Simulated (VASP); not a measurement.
# KCl (Sylvite) (Fm-3m) in VASP: single point with PBE

Aim: the single point of KCl (Sylvite) with PBE.

All numbers are computed with VASP 6.6.1; they aren't measurements. Logs are shortened: lines on timing, memory, paths and dates and some standing lists are left out, and cuts for length are marked.

### 1 The cell of the first run

Symmetry: Fm-3m, No. 225, cubic system. The conventional cell has a = 6.293 Å, b = 6.293 Å, c = 6.293 Å, α = 90.00°, β = 90.00°, γ = 90.00°. Within 4.1 Å of K (site symmetry m-3m) lie 6 Cl at 3.15 Å. Cl (site symmetry m-3m) has 6 K at 3.15 Å within 4.1 Å.

### 2 Single point, PBE

Contents of INCAR:

```
  PREC = Accurate
  ENCUT = 500
  EDIFF = 1E-6
  ISMEAR = 0
  SIGMA = 0.01
  LREAL = F
  LASPH = T
  NELM = 120
  ALGO = Normal
  ISIF = 2
  LWAVE = F
  LCHARG = F
  GGA = PE
  NBANDS = 15
  GGA_COMPAT = F
```

Contents of KPOINTS:

```
regular mesh
0
Gamma
  3 3 3
```

Contents of POSCAR:

```
KCl
1.0
    0.0000000000      3.1464700000      3.1464700000
    3.1464700000      0.0000000000      3.1464700000
    3.1464700000      3.1464700000      0.0000000000
K Cl
1 1
Direct
    0.0000000000      0.0000000000      0.0000000000
    0.5000000000      0.5000000000      0.5000000000
```

Potentials or basis: VASP PAW PBE potentials, release 64 (K_sv, Cl).

Run with:

```
> cat potpaw_PBE.64/K_sv/POTCAR potpaw_PBE.64/Cl/POTCAR > POTCAR
> mpirun -np 1 vasp_std > vasp.out
```

OUTCAR:

```text
PREC = Accurate
   ENCUT = 500
   EDIFF = 1E-6
   ISMEAR = 0
   LREAL = F
   LASPH = T
   NELM = 120
   ISIF = 2
   GGA = PE

 ion  position               nearest neighbor table
   1  0.000  0.000  0.000-   2 3.15   2 3.15   2 3.15   2 3.15   2 3.15   2 3.15
   2  0.500  0.500  0.500-   1 3.15   1 3.15   1 3.15   1 3.15   1 3.15   1 3.15

  LATTYP: Found a face centered cubic cell.
 ALAT       =     6.2929400000

  Lattice vectors:

 A1 = (   0.0000000000,   3.1464700000,   3.1464700000)
 A2 = (   3.1464700000,   0.0000000000,   3.1464700000)
 A3 = (   3.1464700000,   3.1464700000,   0.0000000000)

Analysis of symmetry for initial positions (statically):
=====================================================================
 Subroutine PRICEL returns:
 Original cell was already a primitive cell.

 Routine SETGRP: Setting up the symmetry group for a
 face centered cubic supercell.

 Subroutine GETGRP returns: Found 48 space group operations
 (whereof 48 operations were pure point group operations)
 out of a pool of 48 trial point group operations.

The static configuration has the point symmetry O_h .

Analysis of symmetry for dynamics (positions and initial velocities):
=====================================================================
 Subroutine PRICEL returns:
 Original cell was already a primitive cell.

 Routine SETGRP: Setting up the symmetry group for a
 face centered cubic supercell.

 Subroutine GETGRP returns: Found 48 space group operations
 (whereof 48 operations were pure point group operations)
 out of a pool of 48 trial point group operations.

The dynamic configuration has the point symmetry O_h .

 Subroutine INISYM returns: Found 48 space group operations
 (whereof 48 operations are pure point group operations),
 and found     1 'primitive' translations

----------------------------------------------------------------------------------------

                                     Primitive cell

  volume of cell :      62.3018

  direct lattice vectors                    reciprocal lattice vectors
     0.000000000  3.146470000  3.146470000    -0.158908237  0.158908237  0.158908237
     3.146470000  0.000000000  3.146470000     0.158908237 -0.158908237  0.158908237
     3.146470000  3.146470000  0.000000000     0.158908237  0.158908237 -0.158908237

  length of vectors
     4.449780548  4.449780548  4.449780548     0.275237140  0.275237140  0.275237140

  position of ions in fractional coordinates (direct lattice)
     0.000000000  0.000000000  0.000000000
     0.500000000  0.500000000  0.500000000

  ion indices of the primitive-cell ions
   primitive index   ion index
                 1           1
                 2           2

----------------------------------------------------------------------------------------

 KPOINTS: regular mesh

Automatic generation of k-mesh.
 Grid dimensions read from file:
 generate k-points for:    3    3    3

 Generating k-lattice:

  Cartesian coordinates                     Fractional coordinates (reciprocal lattice)
    -0.052969412  0.052969412  0.052969412     0.333333333  0.000000000  0.000000000
     0.052969412 -0.052969412  0.052969412     0.000000000  0.333333333  0.000000000
     0.052969412  0.052969412 -0.052969412     0.000000000  0.000000000  0.333333333

  Length of vectors
     0.091745713  0.091745713  0.091745713

  Shift w.r.t. Gamma in fractional coordinates (k-lattice)
     0.000000000  0.000000000  0.000000000

 Subroutine IBZKPT returns following result:
 ===========================================

 Found      4 irreducible k-points:

 Following reciprocal coordinates:
            Coordinates               Weight
  0.000000  0.000000  0.000000      1.000000
  0.333333  0.000000  0.000000      8.000000
  0.333333  0.333333  0.000000      6.000000
 -0.333333  0.333333  0.000000     12.000000
   k-points           NKPTS =      4   k-points in BZ     NKDIM =      4   number of bands    NBANDS=     15
   number of dos      NEDOS =    301   number of ions     NIONS =      2
   total plane-waves  NPLWV =  32768
   dimension x,y,z NGX =    32 NGY =   32 NGZ =   32
   dimension x,y,z NGXF=    64 NGYF=   64 NGZF=   64
   ions per type =               1   1
   NGX,Y,Z   is equivalent  to a cutoff of  11.96, 11.96, 11.96 a.u.
   NGXF,Y,Z  is equivalent  to a cutoff of  23.91, 23.91, 23.91 a.u.
 SYSTEM =  unknown system
   PREC   = accura    normal or accurate (medium, high low for compatibility)
   ISTART =      0    job   : 0-new  1-cont  2-samecut
   ICHARG =      2    charge: 1-file 2-atom 10-const
   ISPIN  =      1    spin polarized calculation?
   LNONCOLLINEAR =      F non collinear calculations
   LSORBIT =      F    spin-orbit coupling
   LASPH  =      T    aspherical Exc in radial PAW
   ENCUT  =  500.0 eV  36.75 Ry    6.06 a.u.   8.11  8.11  8.11*2*pi/ulx,y,z
   NELM   =    120;   NELMIN=  2; NELMDL= -5     # of ELM steps
   EDIFF  = 0.1E-05   stopping-criterion for ELM
   LREAL  =      F    real-space projection
   EDIFFG = 0.1E-04   stopping-criterion for IOM
   NSW    =      0    number of steps for IOM
   IBRION =     -1    ionic relax: 0-MD 1-quasi-New 2-CG
   NFREE  =      0    steps in history (QN), initial steepest desc. (CG)
   ISIF   =      2    stress and relaxation
   ISYM   =      2    0-nonsym 1-usesym 2-fastsym
   POTIM  = 0.5000    time-step for ionic-motion
   TEBEG  =    0.0;   TEEND  =   0.0 temperature during run
   PSTRESS=    0.0 pullay stress
   NELECT =      16.0000    total number of electrons
   NUPDOWN=      -1.0000    fix difference up-down
   EMIN   =  10.00;   EMAX   =-10.00  energy-range for DOS
   EFERMI =   0.00;   METHOD = LEGACY
   ISMEAR =     0;   SIGMA  =   0.01  broadening in eV -4-tet -1-fermi 0-gaus
   EFERMI_NEDOS =   21; number of points for ismear=-14 and -15
   IALGO  =     38    algorithm
   IMIX   =      4    mixing-type and parameters
     AMIX     =   0.40;   BMIX     =  1.00
     AMIX_MAG =   1.60;   BMIX_MAG =  1.00
  volume/ion in A,a.u.               =      31.15       210.22
  Fermi-wavevector in a.u.,A,eV,Ry     =   1.040594  1.966437 14.732871  1.082835
  Thomas-Fermi vector in A             =   2.175177
   LORBIT       =      0    0 simple, 1 ext, 2 COOP (PROOUT), +10 PAW based schemes
   GGA     = PE    functional components
   LHFCALC =     F    Hartree Fock is set to
   AEXX    =    0.0000 exact exchange contribution
   IVDW    =     0    specifies the selected vdW correction
   LEPSILON=     F    determine dielectric tensor
   LRPA    =     F    only Hartree local field effects (RPA)
 non-spin polarized calculation
 Gauss-broadening in eV      SIGMA  =   0.01
  energy-cutoff  :      500.00
  volume of cell :       62.30
 maximum number of plane-waves:      1591
   NGX = 17   NGY = 17   NGZ = 17

 number of electron      16.0000001 magnetization

 Free energy of the ion-electron system (eV)
  ---------------------------------------------------
  ext. energy  EPLUGINS =         0.00000000
  ---------------------------------------------------
  free energy    TOTEN  =        -6.80065560 eV

  energy without entropy =       -6.80065560  energy(sigma->0) =       -6.80065560

 E-fermi :  -1.6926     XC(G=0):  -7.5376

 val. band max:       -1.8376678225   @ k =   0.0000   0.0000   0.0000
 cond. band min:       3.3467064479   @ k =   0.0000   0.0000   0.0000
 fundamental gap:      5.1843742705
 Fermi energy:        -1.6925595048

 k-point     1 :       0.0000    0.0000    0.0000
  band No.  band energies     occupation
      1     -29.0415      2.00000
      2     -13.9549      2.00000
      3     -12.5020      2.00000
      4     -12.5020      2.00000
      5     -12.5020      2.00000
      6      -1.8377      2.00000
      7      -1.8377      2.00000
      8      -1.8377      2.00000
      9       3.3467      0.00000
     10       6.5395      0.00000
     11       6.5395      0.00000
     12       6.5395      0.00000
     13       7.4156      0.00000
     14       7.4156      0.00000
     15      11.1430      0.00000

 k-point     2 :       0.3333    0.0000    0.0000
  band No.  band energies     occupation
      1     -29.0335      2.00000
      2     -14.0995      2.00000
      3     -12.5090      2.00000
      4     -12.5090      2.00000
      5     -12.3164      2.00000
      6      -2.6690      2.00000
      7      -2.0853      2.00000
      8      -2.0853      2.00000
      9       5.2114      0.00000
     10       6.4302      0.00000
     11       7.8175      0.00000
     12       7.8175      0.00000
     13       8.7305      0.00000
     14       8.7305      0.00000
     15      11.0040      0.00000

 k-point     3 :       0.3333    0.3333    0.0000
  band No.  band energies     occupation
      1     -29.0311      2.00000
      2     -13.9584      2.00000
      3     -12.5435      2.00000
      4     -12.5435      2.00000
      5     -12.4921      2.00000
      6      -2.5454      2.00000
      7      -2.0182      2.00000
      8      -2.0182      2.00000
      9       5.0222      0.00000
     10       5.5287      0.00000
     11       8.1108      0.00000
     12       8.8038      0.00000
     13       8.9373      0.00000
     14       8.9373      0.00000
     15       9.9130      0.00000

 k-point     4 :      -0.3333    0.3333    0.0000
  band No.  band energies     occupation
      1     -29.0285      2.00000
      2     -14.0045      2.00000
      3     -12.6023      2.00000
      4     -12.5302      2.00000
      5     -12.3929      2.00000
      6      -2.5327      2.00000
      7      -2.3322      2.00000
      8      -2.1528      2.00000
      9       5.8356      0.00000
     10       6.8466      0.00000
     11       7.8734      0.00000
     12       8.1771      0.00000
     13       8.8603      0.00000
     14       9.5673      0.00000
     15      10.6077      0.00000

------------------------ aborting loop because EDIFF is reached ----------------------------------------

  FORCE on cell =-STRESS in cart. coord.  units (eV):
  Direction    XX          YY          ZZ          XY          YZ          ZX
  --------------------------------------------------------------------------------------
  -------------------------------------------------------------------------------------
  Total        0.3102287      0.3102287      0.3102287     -0.0000000      0.0000000     -0.0000000
  in kB        7.9779594      7.9779594      7.9779594     -0.0000000      0.0000000     -0.0000000
  external PRESSURE =       7.9779594 kB  Pullay stress =       0.0000000 kB

 VOLUME and BASIS-vectors are now :
 -----------------------------------------------------------------------------
  energy-cutoff  :      500.00
  volume of cell :       62.30
      direct lattice vectors                 reciprocal lattice vectors
     0.000000000  3.146470000  3.146470000    -0.158908237  0.158908237  0.158908237
     3.146470000  0.000000000  3.146470000     0.158908237 -0.158908237  0.158908237
     3.146470000  3.146470000  0.000000000     0.158908237  0.158908237 -0.158908237

 POSITION                                       TOTAL-FORCE (eV/Angst)
 -----------------------------------------------------------------------------------
      0.00000      0.00000      0.00000         0.000000      0.000000      0.000000
      3.14647      3.14647      3.14647        -0.000000     -0.000000     -0.000000
 -----------------------------------------------------------------------------------
    total drift:                                0.000000     -0.000000     -0.000000

  FREE ENERGIE OF THE ION-ELECTRON SYSTEM (eV)
  ---------------------------------------------------
  free  energy   TOTEN  =        -6.8006555988 eV

  energy  without entropy=       -6.8006555988  energy(sigma->0) =       -6.80065560
```

It took 12 s on 1 thread of AMD EPYC 7R43 (Zen 3), shared host; peak memory 0.13 GiB.

What came out:

| Property | Result |
| --- | --- |
| Free energy | -6.8007 eV |
| Pressure | 0.8 GPa |
| Band gap on the k mesh | 5.18 eV, direct |

Caveat: the k points lie up to 0.58 Å⁻¹ apart. PBE gaps usually lie below the measured ones, often by a third to a half.
